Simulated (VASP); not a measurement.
# SiO2 (fluorite type) (Fm-3m) in VASP: a series of runs

The runs below take SiO2 (fluorite type) through single point, with r2SCAN, PBE.

Everything below comes from runs of VASP 6.6.1. Logs are shortened: lines on timing, memory, paths and dates and some standing lists are left out, and cuts for length are marked.

### Step 1. The cell of the first run

The structure is cubic, space group Fm-3m (No. 225). Conventional cell: a = 4.551 Å, b = 4.551 Å, c = 4.551 Å, α = 90.00°, β = 90.00°, γ = 90.00°. Si (site symmetry m-3m) has 8 O at 1.97 Å within 2.6 Å. O (site symmetry -43m) has 4 Si at 1.97 Å and 6 O at 2.28 Å within 2.6 Å.

### Step 2. Single point, r2SCAN

File POSCAR:

```
SiO2
1.0
    0.0000000000      2.2757465681      2.2757465681
    2.2757465681      0.0000000000      2.2757465681
    2.2757465681      2.2757465681      0.0000000000
Si O
1 2
Direct
    0.0000000000      0.0000000000      0.0000000000
    0.2500000000      0.2500000000      0.2500000000
    0.7500000000      0.7500000000      0.7500000000
```

File INCAR.step1:

```
PREC     = Accurate       # precision mode
ENCUT    = 660            # plane-wave cutoff, eV
ISMEAR   = -1             # smearing method
SIGMA    = 0.1            # smearing width, eV
LREAL    = F              # projectors in reciprocal space
LASPH    = T              # aspherical terms in the spheres
NELM     = 120            # most SCF steps
NBANDS   = 15             # bands
GGA      = PE             # functional
ALGO     = Normal         # electronic algorithm
EDIFF    = 1E-5           # SCF threshold, eV
LWAVE    = T              # write WAVECAR
LCHARG   = F              # write CHGCAR
GGA_COMPAT= F
```

File INCAR.step2:

```
PREC     = Accurate       # precision mode
ENCUT    = 660            # plane-wave cutoff, eV
EDIFF    = 1E-6           # SCF threshold, eV
ISMEAR   = -1             # smearing method
SIGMA    = 0.1            # smearing width, eV
LREAL    = F              # projectors in reciprocal space
LASPH    = T              # aspherical terms in the spheres
NELM     = 120            # most SCF steps
ALGO     = Normal         # electronic algorithm
ISIF     = 2              # what is computed and relaxed
LWAVE    = F              # write WAVECAR
LCHARG   = F              # write CHGCAR
METAGGA  = R2SCAN         # meta-GGA
LMIXTAU  = T            
NBANDS   = 15             # bands
ISTART   = 1            
GGA_COMPAT= F
```

File KPOINTS:

```
Automatic mesh
0
Gamma
  13 13 13
```

Potentials or basis: VASP PAW PBE potentials, release 64 (Si, O).

Command:

```console
cat potpaw_PBE.64/Si/POTCAR potpaw_PBE.64/O/POTCAR > POTCAR
cp INCAR.step1 INCAR
mpirun -np 1 vasp_std > vasp.out
cp INCAR.step2 INCAR
mpirun -np 1 vasp_std > vasp.out
```

OUTCAR:

```text
PREC = Accurate
   ENCUT = 660
   EDIFF = 1E-6
   ISMEAR = -1
   LREAL = F
   LASPH = T
   NELM = 120
   ISIF = 2
   METAGGA = R2SCAN
   ISTART = 1

 ion  position               nearest neighbor table
   1  0.000  0.000  0.000-   3 1.97   3 1.97   3 1.97   2 1.97   2 1.97   2 1.97   3 1.97   2 1.97

   2  0.250  0.250  0.250-   1 1.97   1 1.97   1 1.97   1 1.97
   3  0.750  0.750  0.750-   1 1.97   1 1.97   1 1.97   1 1.97

  LATTYP: Found a face centered cubic cell.
 ALAT       =     4.5514931362

  Lattice vectors:

 A1 = (   0.0000000000,   2.2757465681,   2.2757465681)
 A2 = (   2.2757465681,   0.0000000000,   2.2757465681)
 A3 = (   2.2757465681,   2.2757465681,   0.0000000000)

Analysis of symmetry for initial positions (statically):
=====================================================================
 Subroutine PRICEL returns:
 Original cell was already a primitive cell.

 Routine SETGRP: Setting up the symmetry group for a
 face centered cubic supercell.

 Subroutine GETGRP returns: Found 48 space group operations
 (whereof 48 operations were pure point group operations)
 out of a pool of 48 trial point group operations.

The static configuration has the point symmetry O_h .

Analysis of symmetry for dynamics (positions and initial velocities):
=====================================================================
 Subroutine PRICEL returns:
 Original cell was already a primitive cell.

 Routine SETGRP: Setting up the symmetry group for a
 face centered cubic supercell.

 Subroutine GETGRP returns: Found 48 space group operations
 (whereof 48 operations were pure point group operations)
 out of a pool of 48 trial point group operations.

The dynamic configuration has the point symmetry O_h .

 Subroutine INISYM returns: Found 48 space group operations
 (whereof 48 operations are pure point group operations),
 and found     1 'primitive' translations

----------------------------------------------------------------------------------------

                                     Primitive cell

  volume of cell :      23.5723

  direct lattice vectors                    reciprocal lattice vectors
     0.000000000  2.275746568  2.275746568    -0.219708120  0.219708120  0.219708120
     2.275746568  0.000000000  2.275746568     0.219708120 -0.219708120  0.219708120
     2.275746568  2.275746568  0.000000000     0.219708120  0.219708120 -0.219708120

  length of vectors
     3.218391661  3.218391661  3.218391661     0.380545627  0.380545627  0.380545627

  position of ions in fractional coordinates (direct lattice)
     0.000000000  0.000000000  0.000000000
     0.250000000  0.250000000  0.250000000
     0.750000000  0.750000000  0.750000000

  ion indices of the primitive-cell ions
   primitive index   ion index
                 1           1
                 2           2
                 3           3

----------------------------------------------------------------------------------------

 KPOINTS: Automatic mesh

Automatic generation of k-mesh.
 Grid dimensions read from file:
 generate k-points for:   13   13   13

 Generating k-lattice:

  Cartesian coordinates                     Fractional coordinates (reciprocal lattice)
    -0.016900625  0.016900625  0.016900625     0.076923077  0.000000000  0.000000000
     0.016900625 -0.016900625  0.016900625     0.000000000  0.076923077  0.000000000
     0.016900625  0.016900625 -0.016900625     0.000000000  0.000000000  0.076923077

  Length of vectors
     0.029272741  0.029272741  0.029272741

  Shift w.r.t. Gamma in fractional coordinates (k-lattice)
     0.000000000  0.000000000  0.000000000

 Subroutine IBZKPT returns following result:
 ===========================================

 Found     84 irreducible k-points:

 Following reciprocal coordinates:
            Coordinates               Weight
  0.000000  0.000000  0.000000      1.000000
  0.076923  0.000000  0.000000      8.000000
  0.153846  0.000000  0.000000      8.000000
  0.230769  0.000000  0.000000      8.000000
  0.307692  0.000000  0.000000      8.000000
  0.384615  0.000000  0.000000      8.000000
[... 16 lines left out ...]
  0.384615  0.153846  0.000000     24.000000
  0.461538  0.153846  0.000000     24.000000
 [... further k-points ...]
   k-points           NKPTS =     84   k-points in BZ     NKDIM =     84   number of bands    NBANDS=     15
   number of dos      NEDOS =    301   number of ions     NIONS =      3
   total plane-waves  NPLWV =  21952
   dimension x,y,z NGX =    28 NGY =   28 NGZ =   28
   dimension x,y,z NGXF=    56 NGYF=   56 NGZF=   56
   ions per type =               1   2
   NGX,Y,Z   is equivalent  to a cutoff of  14.46, 14.46, 14.46 a.u.
   NGXF,Y,Z  is equivalent  to a cutoff of  28.93, 28.93, 28.93 a.u.
 SYSTEM =  unknown system
   PREC   = accura    normal or accurate (medium, high low for compatibility)
   ISTART =      1    job   : 0-new  1-cont  2-samecut
   ICHARG =      0    charge: 1-file 2-atom 10-const
   ISPIN  =      1    spin polarized calculation?
   LNONCOLLINEAR =      F non collinear calculations
   LSORBIT =      F    spin-orbit coupling
   LASPH  =      T    aspherical Exc in radial PAW
   ENCUT  =  660.0 eV  48.51 Ry    6.96 a.u.   6.74  6.74  6.74*2*pi/ulx,y,z
   NELM   =    120;   NELMIN=  2; NELMDL=  0     # of ELM steps
   EDIFF  = 0.1E-05   stopping-criterion for ELM
   LREAL  =      F    real-space projection
[... 7 lines left out ...]
   TEBEG  =    0.0;   TEEND  =   0.0 temperature during run
   PSTRESS=    0.0 pullay stress
   NELECT =      16.0000    total number of electrons
   NUPDOWN=      -1.0000    fix difference up-down
   EMIN   =  10.00;   EMAX   =-10.00  energy-range for DOS
   EFERMI =   0.00;   METHOD = LEGACY
   ISMEAR =    -1;   SIGMA  =   0.10  broadening in eV -4-tet -1-fermi 0-gaus
   EFERMI_NEDOS =   21; number of points for ismear=-14 and -15
   IALGO  =     38    algorithm
   IMIX   =      4    mixing-type and parameters
     AMIX     =   0.40;   BMIX     =  1.00
     AMIX_MAG =   1.60;   BMIX_MAG =  1.00
  volume/ion in A,a.u.               =       7.86        53.02
  Fermi-wavevector in a.u.,A,eV,Ry     =   1.438735  2.718816 28.163510  2.069960
  Thomas-Fermi vector in A             =   2.557669
   LORBIT       =      0    0 simple, 1 ext, 2 COOP (PROOUT), +10 PAW based schemes
   METAGGA = R2SCAN    functional components
   LHFCALC =     F    Hartree Fock is set to
   AEXX    =    0.0000 exact exchange contribution
   IVDW    =     0    specifies the selected vdW correction
   LEPSILON=     F    determine dielectric tensor
   LRPA    =     F    only Hartree local field effects (RPA)
 non-spin polarized calculation
  energy-cutoff  :      660.00
  volume of cell :       23.57
 maximum number of plane-waves:       926
   NGX = 13   NGY = 13   NGZ = 13

 number of electron      16.0000002 magnetization

 Free energy of the ion-electron system (eV)
  ---------------------------------------------------
  ext. energy  EPLUGINS =         0.00000000
  ---------------------------------------------------
  free energy    TOTEN  =       -25.79023710 eV

  energy without entropy =      -25.79023702  energy(sigma->0) =      -25.79023706

 E-fermi :  10.5510     XC(G=0): -13.0088

 val. band max:        9.1212587642   @ k =  -0.4615   0.4615   0.0000
 cond. band min:      11.8404690955   @ k =   0.4615   0.4615   0.0000
 fundamental gap:      2.7192103313
 Fermi energy:        10.5510475583

 k-point     1 :       0.0000    0.0000    0.0000
  band No.  band energies     occupation
      1     -14.7402      2.00000
      2      -7.9863      2.00000
      3       3.2144      2.00000
      4       3.2144      2.00000
      5       3.2144      2.00000
      6       6.8208      2.00000
      7       6.8208      2.00000
      8       6.8208      2.00000
      9      11.8514      0.00000
     10      15.8010      0.00000
     11      15.8010      0.00000
     12      15.8010      0.00000
     13      22.6091      0.00000
     14      22.6091      0.00000
     15      24.4564      0.00000

 k-point     2 :       0.0769    0.0000    0.0000
  band No.  band energies     occupation
      1     -14.6552      2.00000
      2      -8.0952      2.00000
      3       3.1504      2.00000
      4       3.2202      2.00000
      5       3.2202      2.00000
      6       6.4954      2.00000
      7       6.7108      2.00000
      8       6.7108      2.00000
      9      12.2814      0.00000
     10      15.8355      0.00000
     11      15.9623      0.00000
     12      15.9623      0.00000
     13      22.7809      0.00000
     14      22.7809      0.00000
     15      24.8113      0.00000

 k-point     3 :       0.1538    0.0000    0.0000
  band No.  band energies     occupation
      1     -14.4029      2.00000
      2      -8.4145      2.00000
      3       2.9639      2.00000
      4       3.2458      2.00000
      5       3.2458      2.00000
      6       5.8002      2.00000
      7       6.4048      2.00000
      8       6.4048      2.00000
      9      13.2412      0.00000
     10      16.0480      0.00000
     11      16.4385      0.00000
     12      16.4385      0.00000
     13      23.2308      0.00000
     14      23.2308      0.00000
     15      25.6805      0.00000
[... 343 lines left out ...]
 k-point    23 :       0.3846    0.1538    0.0000
  band No.  band energies     occupation
      1     -13.0003      2.00000
      2      -9.8555      2.00000
      3       1.0776      2.00000
      4       2.2457      2.00000
      5       2.3675      2.00000
      6       5.6679      2.00000
      7       6.3463      2.00000
      8       6.6294      2.00000
      9      14.3936      0.00000
     10      17.2767      0.00000
     11      19.5746      0.00000
     12      19.8232      0.00000
     13      23.1790      0.00000
     14      24.5216      0.00000
     15      28.6325      0.00000

 k-point    24 :       0.4615    0.1538    0.0000
  band No.  band energies     occupation
      1     -12.3377      2.00000
      2     -10.5569      2.00000
      3       0.6087      2.00000
      4       2.2690      2.00000
      5       2.4055      2.00000
      6       5.4660      2.00000
      7       6.2213      2.00000
      8       6.4252      2.00000
      9      15.0129      0.00000
     10      18.3453      0.00000
     11      20.2715      0.00000
     12      20.4554      0.00000
     13      22.6138      0.00000
     14      24.5107      0.00000
     15      28.8506      0.00000

 [... further k-points ...]

------------------------ aborting loop because EDIFF is reached ----------------------------------------

  FORCE on cell =-STRESS in cart. coord.  units (eV):
  Direction    XX          YY          ZZ          XY          YZ          ZX
  --------------------------------------------------------------------------------------
  -------------------------------------------------------------------------------------
  Total       -0.6633147     -0.6633147     -0.6633147      0.0000000      0.0000000      0.0000000
  in kB      -45.0846297    -45.0846297    -45.0846297      0.0000000      0.0000000      0.0000000
  external PRESSURE =     -45.0846297 kB  Pullay stress =       0.0000000 kB

 VOLUME and BASIS-vectors are now :
 -----------------------------------------------------------------------------
  energy-cutoff  :      660.00
  volume of cell :       23.57
      direct lattice vectors                 reciprocal lattice vectors
     0.000000000  2.275746568  2.275746568    -0.219708120  0.219708120  0.219708120
     2.275746568  0.000000000  2.275746568     0.219708120 -0.219708120  0.219708120
     2.275746568  2.275746568  0.000000000     0.219708120  0.219708120 -0.219708120

 POSITION                                       TOTAL-FORCE (eV/Angst)
 -----------------------------------------------------------------------------------
      0.00000      0.00000      0.00000         0.000000      0.000000      0.000000
      1.13787      1.13787      1.13787        -0.000000     -0.000000     -0.000000
      3.41362      3.41362      3.41362         0.000000      0.000000      0.000000
 -----------------------------------------------------------------------------------
    total drift:                                0.000000      0.000000      0.000000

  FREE ENERGIE OF THE ION-ELECTRON SYSTEM (eV)
  ---------------------------------------------------
  free  energy   TOTEN  =       -25.7902370988 eV

  energy  without entropy=      -25.7902370239  energy(sigma->0) =      -25.79023706
```

It took 80 s on 1 thread of Intel Xeon 6975P-C (Granite Rapids), shared host; peak memory 0.17 GiB.

Results:

- Free energy: -25.7902 eV
- Pressure: -4.5 GPa
- Band gap on the k mesh: 2.72 eV (least direct gap 2.79 eV)

Levels at points of the mesh, in eV from the valence-band top:
```csv
k point,band 4,band 5,band 6,band 7,band 8,band 9,band 10,band 11,band 12,band 13
"(0.00, 0.00, 0.00)",-5.91,-5.91,-2.30,-2.30,-2.30,2.73,6.68,6.68,6.68,13.49
```

Caveat: the cell stands under tension; the PAW data sets were made with another functional, which shifts forces and pressure a little; an odd mesh through Γ misses points on the zone boundary, where band edges can lie.

(Part 1 of 3 ends here.)
